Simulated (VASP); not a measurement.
# Zn (Fmmm) in VASP: a series of runs, part 2 of 2

VASP 6.6.1.

## 3. Single point, PBEsol (strain +0.0250 x Voigt [0, 0, 0, 0, 0, 1])

Contents of INCAR:

```
ALGO     = Fast           # electronic algorithm
EDIFF    = 1E-7           # SCF threshold, eV
ENCUT    = 520            # plane-wave cutoff, eV
GGA      = PS             # functional
ISIF     = 2              # what is computed and relaxed
ISMEAR   = 0              # smearing method
LASPH    = T              # aspherical terms in the spheres
LCHARG   = T              # write CHGCAR
LELF     = T              # ELF
LREAL    = F              # projectors in reciprocal space
LVHAR    = T            
LWAVE    = F              # write WAVECAR
NBANDS   = 12             # bands
NELM     = 80             # most SCF steps
PREC     = Accurate       # precision mode
SIGMA    = 0.15           # smearing width, eV
```

Contents of KPOINTS:

```
k-points
0
Gamma
  22 22 22
```

Contents of POSCAR:

```
Zn
1.0
   -1.5494240375      1.5494240375      1.5690370000
    1.5494240375     -1.5494240375      1.5690370000
    1.5886499625      1.5886499625     -1.5690370000
Zn
1
Direct
    0.0000000000      0.0000000000      0.0000000000
```

Potentials or basis: VASP PAW PBE potentials, release 64 (Zn).

The run is started by

```bash
$ cat potpaw_PBE.64/Zn/POTCAR > POTCAR
$ mpirun -np 1 vasp_std > vasp.out
```

OUTCAR:

```text
EDIFF = 1E-7
   ENCUT = 520
   GGA = PS
   ISIF = 2
   ISMEAR = 0
   LASPH = T
   LREAL = F
   NELM = 80
   PREC = Accurate

 ion  position               nearest neighbor table
   1  0.000  0.000  0.000-

  LATTYP: Found a face centered orthorhombic cell.
 ALAT       =     3.1380740000
 B/A-ratio  =     1.3965358928
 C/A-ratio  =     1.4318912319

  Lattice vectors:

 A1 = (   3.1380740000,   0.0392259250,   0.0000000000)
 A2 = (   1.5886499625,   1.5886499625,   1.5690370000)
 A3 = (   1.5494240375,  -1.5494240375,   1.5690370000)

Analysis of symmetry for initial positions (statically):
=====================================================================
 Subroutine PRICEL returns:
 Original cell was already a primitive cell.

 Routine SETGRP: Setting up the symmetry group for a
 face centered orthorhombic supercell.

 Subroutine GETGRP returns: Found  8 space group operations
 (whereof  8 operations were pure point group operations)
 out of a pool of  8 trial point group operations.

The static configuration has the point symmetry D_2h.

Analysis of symmetry for dynamics (positions and initial velocities):
=====================================================================
 Subroutine PRICEL returns:
 Original cell was already a primitive cell.

 Routine SETGRP: Setting up the symmetry group for a
 face centered orthorhombic supercell.

 Subroutine GETGRP returns: Found  8 space group operations
 (whereof  8 operations were pure point group operations)
 out of a pool of  8 trial point group operations.

The dynamic configuration has the point symmetry D_2h.

 Subroutine INISYM returns: Found  8 space group operations
 (whereof  8 operations are pure point group operations),
 and found     1 'primitive' translations

----------------------------------------------------------------------------------------

                                     Primitive cell

  volume of cell :      15.4487

[... 108 lines left out ...]
  Fermi-wavevector in a.u.,A,eV,Ry     =   1.504890  2.843829 30.813021  2.264693
  Thomas-Fermi vector in A             =   2.615810
   LORBIT       =      0    0 simple, 1 ext, 2 COOP (PROOUT), +10 PAW based schemes
   GGA     = PS    functional components
   LHFCALC =     F    Hartree Fock is set to
   AEXX    =    0.0000 exact exchange contribution
   IVDW    =     0    specifies the selected vdW correction
   LEPSILON=     F    determine dielectric tensor
   LRPA    =     F    only Hartree local field effects (RPA)
 non-spin polarized calculation
 RMM-DIIS sequential band-by-band and
 Gauss-broadening in eV      SIGMA  =   0.15
  energy-cutoff  :      520.00
  volume of cell :       15.45
 maximum number of plane-waves:       430
   NGX =  9   NGY =  9   NGZ = 11

 number of electron      12.0000018 magnetization

 Free energy of the ion-electron system (eV)
  ---------------------------------------------------
  ext. energy  EPLUGINS =         0.00000000
  ---------------------------------------------------
  free energy    TOTEN  =        -1.47681394 eV

  energy without entropy =       -1.47305063  energy(sigma->0) =       -1.47493229

 E-fermi :   2.9427     XC(G=0): -11.6306

 val. band max:        2.9425147949   @ k =   0.2273   0.1818   0.2727
 cond. band min:       2.9442124509   @ k =   0.3636   0.0909   0.1364
 fundamental gap:      0.0016976560
 Fermi energy:         2.9427334514

 k-point     1 :       0.0000    0.0000    0.0000
  band No.  band energies     occupation
      1      -7.4354      2.00000
      2      -4.8454      2.00000
      3      -4.8063      2.00000
      4      -4.7645      2.00000
      5      -4.3018      2.00000
      6      -4.3000      2.00000
      7      21.3758      0.00000
      8      21.8518      0.00000
      9      22.1371      0.00000
     10      23.4378      0.00000
     11      23.6450      0.00000
     12      24.0575      0.00000
[... 331 lines left out ...]
 k-point    24 :      -0.4545    0.0455    0.0000
  band No.  band energies     occupation
      1      -5.4211      2.00000
      2      -5.0877      2.00000
      3      -4.3389      2.00000
      4      -4.2816      2.00000
      5      -4.0342      2.00000
      6      -1.0189      2.00000
      7       3.5885      0.00000
      8      13.9721      0.00000
      9      15.1805      0.00000
     10      18.5763      0.00000
     11      20.4789      0.00000
     12      28.5161      0.00000

 [... further k-points ...]
[... 5 lines left out ...]
  --------------------------------------------------------------------------------------
  -------------------------------------------------------------------------------------
  Total       -0.4533669     -0.4533669     -0.4619015      0.0011524      0.0000000      0.0000000
  in kB      -47.0184920    -47.0184920    -47.9036153      0.1195098      0.0000000      0.0000000
  external PRESSURE =     -47.3135331 kB  Pullay stress =       0.0000000 kB

 VOLUME and BASIS-vectors are now :
 -----------------------------------------------------------------------------
  energy-cutoff  :      520.00
  volume of cell :       15.45
      direct lattice vectors                 reciprocal lattice vectors
    -1.549424037  1.549424037  1.569037000    -0.003983957  0.318716600  0.318666800
     1.549424037 -1.549424037  1.569037000     0.318716600 -0.003983957  0.318666800
     1.588649962  1.588649962 -1.569037000     0.314732642  0.314732642  0.000000000

 POSITION                                       TOTAL-FORCE (eV/Angst)
 -----------------------------------------------------------------------------------
      0.00000      0.00000      0.00000        -0.000000      0.000000     -0.000000
 -----------------------------------------------------------------------------------
    total drift:                                0.000000      0.000000      0.000000

  FREE ENERGIE OF THE ION-ELECTRON SYSTEM (eV)
  ---------------------------------------------------
  free  energy   TOTEN  =        -1.4768139412 eV

  energy  without entropy=       -1.4730506336  energy(sigma->0) =       -1.47493229
```

Wall time 2.3 min (1 thread of Intel Xeon 6975P-C, shared host); peak memory 0.36 GiB.

What came out:

```
Free energy            : -1.4768 eV
Pressure               : -4.7 GPa
Band gap on the k mesh : zero (band 6 reaches 6.98 eV, above the bottom of band 7 at 1.66 eV)
```

Levels at points of the mesh, in eV from the Fermi level:
```
           k point  band 3  band 4  band 5  band 6  band 7  band 8  band 9  band 10
(0.00, 0.00, 0.00)   -7.75   -7.71   -7.24   -7.24   18.43   18.91   19.19    20.50
(0.50, 0.00, 0.00)   -7.27   -7.21   -6.91   -2.68   -1.03   11.12   12.73    15.14
(0.50, 0.50, 0.00)   -7.29   -7.23   -6.89   -2.55   -0.76   10.97   12.48    15.07
(0.00, 0.00, 0.50)   -7.26   -7.19   -6.93   -2.81   -1.29   11.47   12.77    15.39
(0.50, 0.50, 0.50)   -7.02   -6.99   -6.96    4.04    4.13    4.24    7.41     8.52
```

Caveat: the cell differs from its parent crystal (strain +0.0250 x Voigt [0, 0, 0, 0, 0, 1]); the PAW data sets were made with another functional, which shifts forces and pressure a little.

## 4. Single point, PBEsol (strain +0.0150 x Voigt [0, 0, 0, 0, 0, 1])

Contents of INCAR:

```
ALGO     = Fast           # electronic algorithm
EDIFF    = 1E-7           # SCF threshold, eV
ENCUT    = 520            # plane-wave cutoff, eV
GGA      = PS             # functional
ISIF     = 2              # what is computed and relaxed
ISMEAR   = 0              # smearing method
LASPH    = True           # aspherical terms in the spheres
LCHARG   = False          # write CHGCAR
LREAL    = False          # projectors in reciprocal space
LWAVE    = False          # write WAVECAR
NBANDS   = 12             # bands
NELM     = 60             # most SCF steps
PREC     = Accurate       # precision mode
SIGMA    = 0.15           # smearing width, eV
```

KPOINTS is that of step 3.

Contents of POSCAR:

```
Zn
1.0
   -1.5572692225      1.5572692225      1.5690370000
    1.5572692225     -1.5572692225      1.5690370000
    1.5808047775      1.5808047775     -1.5690370000
Zn
1
Direct
    0.0000000000      0.0000000000      0.0000000000
```

The run is started by

```bash
$ cat potpaw_PBE.64/Zn/POTCAR > POTCAR
$ mpirun -np 1 vasp_std > vasp.out
```

Wall time 2.6 min (1 thread of Intel Xeon Platinum 8259CL at 2.50GHz (Skylake/Cascade Lake), shared host); peak memory 0.36 GiB.

The run converged. Its results:

```
Free energy            : -1.4767 eV
Pressure               : -4.7 GPa
Band gap on the k mesh : zero (band 6 reaches 7.02 eV, above the bottom of band 7 at 1.76 eV)
```

Stress tensor (GPa, compression positive):
```
-4.72  0.07  0.00
 0.07 -4.72  0.00
 0.00  0.00 -4.75
```

Levels at points of the mesh, in eV from the Fermi level:
```csv
k point,band 3,band 4,band 5,band 6,band 7,band 8,band 9,band 10
"(0.00, 0.00, 0.00)",-7.75,-7.73,-7.25,-7.25,18.63,18.90,19.10,20.55
"(0.50, 0.00, 0.00)",-7.28,-7.22,-6.92,-2.69,-1.03,11.17,12.66,15.19
"(0.50, 0.50, 0.00)",-7.28,-7.23,-6.91,-2.61,-0.87,11.06,12.53,15.12
"(0.00, 0.00, 0.50)",-7.27,-7.20,-6.93,-2.77,-1.19,11.36,12.71,15.32
"(0.50, 0.50, 0.50)",-7.02,-7.00,-6.98,4.07,4.13,4.19,7.40,8.51
```

Caveat: the cell differs from its parent crystal (strain +0.0150 x Voigt [0, 0, 0, 0, 0, 1]); the PAW data sets were made with another functional, which shifts forces and pressure a little.

## 5. Single point, PBEsol (strain +0.0050 x Voigt [0, 0, 0, 0, 0, 1])

Changes to INCAR since step 4:

```diff
@@ -1,3 +1,3 @@
 ALGO     = Fast           # electronic algorithm
-EDIFF    = 1E-7           # SCF threshold, eV
+EDIFF    = 1E-6           # SCF threshold, eV
 ENCUT    = 520            # plane-wave cutoff, eV
```

KPOINTS is that of step 4.

Contents of POSCAR:

```
Zn
1.0
   -1.5651144075      1.5651144075      1.5690370000
    1.5651144075     -1.5651144075      1.5690370000
    1.5729595925      1.5729595925     -1.5690370000
Zn
1
Direct
    0.0000000000      0.0000000000      0.0000000000
```

The run is started by

```bash
$ cat potpaw_PBE.64/Zn/POTCAR > POTCAR
$ mpirun -np 1 vasp_std > vasp.out
```

It took 2.4 min on 1 thread of Intel Xeon Platinum 8259CL at 2.50GHz (Skylake/Cascade Lake), shared host; peak memory 0.36 GiB.

Results (log left out):

```yaml
Free_energy: -1.4766 eV
Pressure: -4.7 GPa
Band_gap_on_the_k_mesh: zero (band 6 reaches 7.05 eV, above the bottom of band 7 at 1.86 eV)
```

Levels at points of the mesh, in eV from the Fermi level:
```
           k point  band 4  band 5  band 6  band 7  band 8  band 9
(0.00, 0.00, 0.00)   -7.74   -7.25   -7.25   18.82   18.90   18.97
(0.50, 0.00, 0.00)   -7.22   -6.92   -2.69   -1.03   11.20   12.62
(0.50, 0.50, 0.00)   -7.22   -6.91   -2.66   -0.98   11.16   12.58
(0.00, 0.00, 0.50)   -7.21   -6.92   -2.72   -1.09   11.26   12.64
(0.50, 0.50, 0.50)   -7.00   -6.99    4.11    4.13    4.15    7.40
```

Caveat: the cell differs from its parent crystal (strain +0.0050 x Voigt [0, 0, 0, 0, 0, 1]); the PAW data sets were made with another functional, which shifts forces and pressure a little.

## 6. The runs side by side

| cell | further INCAR settings | gap on the mesh (eV) | pressure (GPa) |
| --- | --- | --- | --- |
| a = 2.686, b = 2.686, c = 2.749 Å, angles 109.5, 109.5, 108.5°, 1 atom | ALGO = Fast; EDIFF = 1e-06; NBANDS = 12 | none | -4.7 |
| a = 2.695, b = 2.695, c = 2.740 Å, angles 109.5, 109.5, 108.8°, 1 atom | ALGO = Fast; EDIFF = 1e-07; NBANDS = 12 | none | -4.7 |
| a = 2.704, b = 2.704, c = 2.731 Å, angles 109.5, 109.5, 109.1°, 1 atom | ALGO = Fast; EDIFF = 1e-07; NBANDS = 12 | none | -4.7 |
| a = 2.713, b = 2.713, c = 2.722 Å, angles 109.5, 109.5, 109.3°, 1 atom | ALGO = Fast; EDIFF = 1e-06; NBANDS = 12 | none | -4.7 |

Alike in all rows: task single point; level PBEsol; potentials or basis VASP PAW PBE potentials, release 64 (Zn); no spin polarisation; k mesh 22 × 22 × 22; cutoff (eV) 520; smearing gaussian 0.15 eV.

Caveats: the PAW data sets were made with another functional, which shifts forces and pressure a little.

Total energies depend on the potentials used, so only differences within one code and one set of settings carry meaning.
